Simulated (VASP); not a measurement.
# LiNbO3 (R3c) in VASP: a series of runs

Runs on LiNbO3. Level: LDA. Tasks: single point.

Program: VASP 6.6.1. These are calculated values, not measurements. Logs are shortened: lines on timing, memory, paths and dates and some standing lists are left out, and cuts for length are marked.

## 1. The cell of the first run

It takes space group R3c (No. 161, trigonal). The conventional cell has a = 5.034 Å, b = 5.034 Å, c = 12.756 Å, α = 90.00°, β = 90.00°, γ = 120.00°. Within 2.6 Å of Li (site symmetry 3) lie 6 O at 1.98 to 2.13 Å. Within 2.4 Å of Nb (site symmetry 3) lie 6 O at 1.84 to 2.02 Å. Within 2.4 Å of O (site symmetry 1) lie 2 Nb at 1.84 to 2.02 Å and 2 Li at 1.98 to 2.13 Å.

## 2. Single point, LDA (volume 9.332 Å^3 an atom, c/a of the conventional cell 2.5339)

INCAR

```
  PREC = Accurate
  ENCUT = 750
  EDIFF = 1E-6
  ISMEAR = 0
  SIGMA = 0.05
  LREAL = F
  LASPH = T
  NELM = 120
  ALGO = Normal
  ISIF = 2
  LWAVE = F
  LCHARG = F
  NBANDS = 45
  GGA_COMPAT = F
```

KPOINTS

```
regular mesh
0
Gamma
  6 6 6
```

POSCAR

```
LiNbO3
1.0
    2.5170700273      1.4532310579      4.2520024949
   -2.5170700273      1.4532310579      4.2520024949
    0.0000000000     -2.9064621157      4.2520024949
Li Nb O
2 2 6
Direct
    0.2820532489      0.2820532489      0.2820532489
    0.7820532489      0.7820532489      0.7820532489
    0.9985425380      0.9985425380      0.9985425380
    0.4985425380      0.4985425380      0.4985425380
    0.1062571809      0.3667678423      0.7180491900
    0.7180491900      0.1062571809      0.3667678423
    0.3667678423      0.7180491900      0.1062571809
    0.2180491900      0.8667678423      0.6062571809
    0.8667678423      0.6062571809      0.2180491900
    0.6062571809      0.2180491900      0.8667678423
```

Potentials or basis: VASP PAW LDA potentials, release 64 (Li_sv, Nb_sv, O).

Command:

```sh
$ cat potpaw_LDA.64/Li_sv/POTCAR potpaw_LDA.64/Nb_sv/POTCAR potpaw_LDA.64/O/POTCAR > POTCAR
$ mpirun -np 1 vasp_std > vasp.out
```

OUTCAR:

```text
PREC = Accurate
   ENCUT = 750
   EDIFF = 1E-6
   ISMEAR = 0
   LREAL = F
   LASPH = T
   NELM = 120
   ISIF = 2

 ion  position               nearest neighbor table
   1  0.282  0.282  0.282-   9 1.98  10 1.98   8 1.98   6 2.13   5 2.13   7 2.13   4 2.76
   2  0.782  0.782  0.782-   5 1.98   6 1.98   7 1.98  10 2.13   9 2.13   8 2.13   3 2.76
   3  0.999  0.999  0.999-   7 1.84   6 1.84   5 1.84  10 2.02   8 2.02   9 2.02   2 2.76
   4  0.499  0.499  0.499-   8 1.84  10 1.84   9 1.84   6 2.02   7 2.02   5 2.02   1 2.76
   5  0.106  0.367  0.718-   3 1.84   2 1.98   4 2.02   1 2.13
   6  0.718  0.106  0.367-   3 1.84   2 1.98   4 2.02   1 2.13
   7  0.367  0.718  0.106-   3 1.84   2 1.98   4 2.02   1 2.13
   8  0.218  0.867  0.606-   4 1.84   1 1.98   3 2.02   2 2.13
   9  0.867  0.606  0.218-   4 1.84   1 1.98   3 2.02   2 2.13
  10  0.606  0.218  0.867-   4 1.84   1 1.98   3 2.02   2 2.13

  LATTYP: Found a trigonal (rhomboedric) cell.
 ALAT       =     5.1504414613
 COS(alpha) =     0.5223259141

  Lattice vectors:

 A1 = (   2.5170700273,   1.4532310579,   4.2520024949)
 A2 = (  -2.5170700273,   1.4532310579,   4.2520024949)
 A3 = (   0.0000000000,  -2.9064621157,   4.2520024949)

Analysis of symmetry for initial positions (statically):
=====================================================================
 Subroutine PRICEL returns:
 Original cell was already a primitive cell.

 Routine SETGRP: Setting up the symmetry group for a
 trigonal (rhombohedral) supercell.

 Subroutine GETGRP returns: Found  6 space group operations
 (whereof  3 operations were pure point group operations)
 out of a pool of 12 trial point group operations.

The static configuration has the point symmetry C_3 .
 The point group associated with its full space group is C_3v.

Analysis of symmetry for dynamics (positions and initial velocities):
=====================================================================
 Subroutine PRICEL returns:
 Original cell was already a primitive cell.

 Routine SETGRP: Setting up the symmetry group for a
 trigonal (rhombohedral) supercell.

 Subroutine GETGRP returns: Found  6 space group operations
 (whereof  3 operations were pure point group operations)
 out of a pool of 12 trial point group operations.

The dynamic configuration has the point symmetry C_3 .
 The point group associated with its full space group is C_3v.

 Subroutine INISYM returns: Found  6 space group operations
 (whereof  3 operations are pure point group operations),
 and found     1 'primitive' translations
[... 115 lines left out ...]
   IBRION =     -1    ionic relax: 0-MD 1-quasi-New 2-CG
   NFREE  =      0    steps in history (QN), initial steepest desc. (CG)
   ISIF   =      2    stress and relaxation
   ISYM   =      2    0-nonsym 1-usesym 2-fastsym
   POTIM  = 0.5000    time-step for ionic-motion
   TEBEG  =    0.0;   TEEND  =   0.0 temperature during run
   PSTRESS=    0.0 pullay stress
   NELECT =      68.0000    total number of electrons
   NUPDOWN=      -1.0000    fix difference up-down
   EMIN   =  10.00;   EMAX   =-10.00  energy-range for DOS
   EFERMI =   0.00;   METHOD = LEGACY
   ISMEAR =     0;   SIGMA  =   0.05  broadening in eV -4-tet -1-fermi 0-gaus
   EFERMI_NEDOS =   21; number of points for ismear=-14 and -15
   IALGO  =     38    algorithm
   IMIX   =      4    mixing-type and parameters
     AMIX     =   0.40;   BMIX     =  1.00
     AMIX_MAG =   1.60;   BMIX_MAG =  1.00
  volume/ion in A,a.u.               =       9.33        62.98
  Fermi-wavevector in a.u.,A,eV,Ry     =   1.473170  2.783888 29.527773  2.170230
  Thomas-Fermi vector in A             =   2.588096
   LORBIT       =      0    0 simple, 1 ext, 2 COOP (PROOUT), +10 PAW based schemes
   GGA     = CA    functional components
   LHFCALC =     F    Hartree Fock is set to
   AEXX    =    0.0000 exact exchange contribution
   IVDW    =     0    specifies the selected vdW correction
   LEPSILON=     F    determine dielectric tensor
   LRPA    =     F    only Hartree local field effects (RPA)
 non-spin polarized calculation
 Gauss-broadening in eV      SIGMA  =   0.05
  energy-cutoff  :      750.00
  volume of cell :       93.32
 maximum number of plane-waves:      4387
 NGX is ok and might be reduce to    48
   NGX = 23   NGY = 23   NGZ = 23

 number of electron      67.9999996 magnetization

 Free energy of the ion-electron system (eV)
  ---------------------------------------------------
  ext. energy  EPLUGINS =         0.00000000
  ---------------------------------------------------
  free energy    TOTEN  =       -87.00620272 eV

  energy without entropy =      -87.00620272  energy(sigma->0) =      -87.00620272

 E-fermi :   4.8750     XC(G=0): -12.0205

 val. band max:        4.5611771632   @ k =  -0.1667   0.1667   0.0000
 cond. band min:       8.3528454572   @ k =   0.5000   0.3333   0.0000
 fundamental gap:      3.7916682940
 Fermi energy:         4.8750065891

 k-point     1 :       0.0000    0.0000    0.0000
  band No.  band energies     occupation
      1     -48.8338      2.00000
      2     -48.8021      2.00000
      3     -36.6227      2.00000
      4     -36.6162      2.00000
      5     -25.5611      2.00000
      6     -25.5611      2.00000
[... 1141 lines left out ...]
     44      15.1819      0.00000
     45      15.7546      0.00000

 [... further k-points ...]
[... 5 lines left out ...]
  --------------------------------------------------------------------------------------
  -------------------------------------------------------------------------------------
  Total       10.8065770     10.8065770     15.9988499      0.0000000      0.0000000     -0.0000000
  in kB      185.5342116    185.5342116    274.6784674      0.0000000      0.0000000     -0.0000000
  external PRESSURE =     215.2489635 kB  Pullay stress =       0.0000000 kB

 VOLUME and BASIS-vectors are now :
 -----------------------------------------------------------------------------
  energy-cutoff  :      750.00
  volume of cell :       93.32
      direct lattice vectors                 reciprocal lattice vectors
     2.517070027  1.453231058  4.252002495     0.198643659  0.114686970  0.078394435
    -2.517070027  1.453231058  4.252002495    -0.198643659  0.114686970  0.078394435
     0.000000000 -2.906462116  4.252002495     0.000000000 -0.229373940  0.078394435

 POSITION                                       TOTAL-FORCE (eV/Angst)
 -----------------------------------------------------------------------------------
      0.00000      0.00000      3.59787         0.000000     -0.000000     -0.169226
      0.00000      0.00000      9.97588         0.000000     -0.000000     -0.169226
      0.00000      0.00000     12.73742         0.000000     -0.000000     -0.198958
      0.00000      0.00000      6.35941         0.000000     -0.000000     -0.198958
     -0.65572     -1.39957      5.06445        -0.703705      0.673981      0.122728
      1.53992      0.13191      5.06445        -0.231832     -0.946417      0.122728
     -0.88420      1.26766      5.06445         0.935537      0.272436      0.122728
     -1.63287     -0.18557      7.19045        -0.935537      0.272436      0.122728
      0.65572      1.50689      7.19045         0.703705      0.673981      0.122728
      0.97715     -1.32132      7.19045         0.231832     -0.946417      0.122728
 -----------------------------------------------------------------------------------
    total drift:                                0.000000      0.000000     -0.000925

  FREE ENERGIE OF THE ION-ELECTRON SYSTEM (eV)
  ---------------------------------------------------
  free  energy   TOTEN  =       -87.0062027205 eV

  energy  without entropy=      -87.0062027205  energy(sigma->0) =      -87.00620272
```

OSZICAR:

```text
N       E                     dE             d eps       ncg     rms          rms(c)
DAV:   1     0.101910200790E+04    0.10191E+04   -0.43806E+04  2880   0.213E+03
DAV:   2    -0.100730341905E+01   -0.10201E+04   -0.98075E+03  3428   0.684E+02
DAV:   3    -0.976078927021E+02   -0.96601E+02   -0.95528E+02  4896   0.198E+02
DAV:   4    -0.103780386525E+03   -0.61725E+01   -0.61510E+01  5256   0.398E+01
DAV:   5    -0.104240623447E+03   -0.46024E+00   -0.45996E+00  4336   0.927E+00    0.290E+01
DAV:   6    -0.870272323452E+02    0.17213E+02   -0.69693E+01  4552   0.557E+01    0.896E+00
DAV:   7    -0.870872720319E+02   -0.60040E-01   -0.68272E+00  5432   0.152E+01    0.640E+00
DAV:   8    -0.870010884923E+02    0.86184E-01   -0.45078E-01  4168   0.457E+00    0.161E+00
DAV:   9    -0.870047898072E+02   -0.37013E-02   -0.57295E-02  5048   0.129E+00    0.716E-01
DAV:  10    -0.870063256406E+02   -0.15358E-02   -0.94371E-03  3944   0.720E-01    0.102E-01
DAV:  11    -0.870061911722E+02    0.13447E-03   -0.14558E-03  4200   0.344E-01    0.651E-02
DAV:  12    -0.870062067605E+02   -0.15588E-04   -0.18376E-04  4456   0.108E-01    0.128E-02
DAV:  13    -0.870062027738E+02    0.39867E-05   -0.34178E-05  4248   0.620E-02    0.934E-03
DAV:  14    -0.870062027205E+02    0.53302E-07   -0.43322E-06  3400   0.157E-02
   1 F= -.87006203E+02 E0= -.87006203E+02  d E =-.808671E-20
```

Wall time 5.6 min (1 thread of Intel Xeon 6975P-C, shared host); peak memory 0.37 GiB.

What came out:

| Item | Value |
| --- | --- |
| Free energy | -87.0062 eV |
| Pressure | 21.5 GPa |
| Largest force | 0.982 eV/Å |
| Band gap on the k mesh | 3.79 eV, indirect (least direct gap 3.89 eV) |

Forces in eV/Å, atoms in the order of the input:
```
Li   0.000  0.000 -0.169
Li   0.000  0.000 -0.169
Nb   0.000  0.000 -0.199
Nb   0.000  0.000 -0.199
O   -0.704  0.674  0.123
O   -0.232 -0.946  0.123
O    0.936  0.272  0.123
O   -0.936  0.272  0.123
O    0.704  0.674  0.123
O    0.232 -0.946  0.123
```

Stress tensor (GPa, compression positive):
```
18.55  0.00  0.00
 0.00 18.55  0.00
 0.00  0.00 27.47
```

Levels at points of the mesh, in eV from the valence-band top:
```csv
k point,band 32,band 33,band 34,band 35,band 36,band 37
"(0.00, 0.00, 0.00)",-0.31,-0.09,-0.09,3.84,3.84,4.01
"(0.50, 0.00, 0.00)",-0.21,-0.12,-0.12,4.32,4.32,5.14
"(0.50, 0.50, 0.00)",-0.49,-0.34,-0.30,3.86,4.43,4.98
"(0.50, 0.50, 0.50)",-0.41,-0.41,-0.41,4.92,4.92,5.38
```

 A k mesh can miss the band edges.

[end of part 1 of 2]
